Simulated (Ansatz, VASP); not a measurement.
**LiSe in VASP and in Ansatz**

The input INCAR:

```
SYSTEM = LiSe
ALGO = Normal
EDIFF = 1E-7
EDIFFG = -0.04
ENCUT = 600
GGA = PE
IBRION = 2
ISIF = 3
ISMEAR = 0
LASPH = .TRUE.
LCHARG = .FALSE.
LREAL = .FALSE.
LWAVE = .FALSE.
NELM = 100
NSW = 90
PREC = Accurate
SIGMA = 0.1
```

File KPOINTS:

```
k-points
0
G
  4 4 4
  0 0 0
```

Contents of POSCAR:

```
LiSe
1.0
    4.1146370000      0.0000000000      0.0000000000
    0.0000000000      6.3302107700      0.0000000000
    0.0000000000      0.0000000000      6.3302107700
Li Se
2 2
Direct
    0.0000000000      0.7500000000      0.0000000000
    0.5000000000      0.2500000000      0.5000000000
    0.0000000000      0.4450000000      0.3050000000
    0.5000000000      0.5550000000      0.8050000000
```

Input for Ansatz:

```yaml
crystal:
  lattice:
    - [4.114637, 0.0, 0.0]
    - [0.0, 6.33021077, 0.0]
    - [0.0, 0.0, 6.33021077]
  atoms:
    - { symbol: Li, position: [0.0, 0.75, 0.0] }
    - { symbol: Li, position: [0.5, 0.25, 0.5] }
    - { symbol: Se, position: [0.0, 0.445, 0.305] }
    - { symbol: Se, position: [0.5, 0.555, 0.805] }
basis:
  ecutwfc: 420
kpoints:
  mp_grid: { grid: [4, 4, 4] }
hamiltonian:
  xc: pbe
scf:
  occupations: { method: gaussian, width: 0.1 }
  lower_state_search: "off"
output:
  forces: true
  stress: true
  eigenvalues: true
relax:
  adjacent_minimum: "off"
  f_tol: 0.04
  max_steps: 70
  cell: { stress_tol: 0.4 }
```

Change from the starting cell: ordered vacancies on the anion sites of rutile (Pmn2_1, No. 31).

Alike in both runs: task relaxation of cell and atoms; functional PBE; k mesh 4 × 4 × 4; occupations gaussian, width 0.1 eV; no spin polarisation.

|  | VASP | Ansatz |
| --- | --- | --- |
| version | VASP 6.6.1 | Ansatz 0.2.0 |
| potentials or method | VASP PAW PBE potentials, release 64 (Li_sv, Se), cutoff 600 eV | scalar-relativistic, plane waves, PAW |
| valence electrons in the cell | 18 | 38 |

Ansatz gave:

```
gap on the k mesh at the Fermi level, each at its own relaxed structure (eV) : none
relaxed volume (Å³/atom)                                                     : 17.83
relaxed cell length with the largest relative difference (Å)                 : 4.325
```

Q: Estimate VASP's values.

A: gap on the k mesh at the Fermi level, each at its own relaxed structure (eV): none; relaxed volume (Å³/atom): 17.89; relaxed cell length with the largest relative difference (Å): 3.881.

A gap of «none» marks a metal or a gap that the smearing closes. One of these differences is far larger than is usual between the two programs; its cause wasn't traced. VASP's potentials hold 18 valence electrons a cell and Ansatz's 38, so a difference there can come from the potentials and not from the codes.

The k mesh is coarse, so the values compare programs but aren't converged. Noted on VASP's run: the cutoff is short for stress, so the pressure is rough; the volume moved by over 15 % at a fixed basis, so the end points are rough.
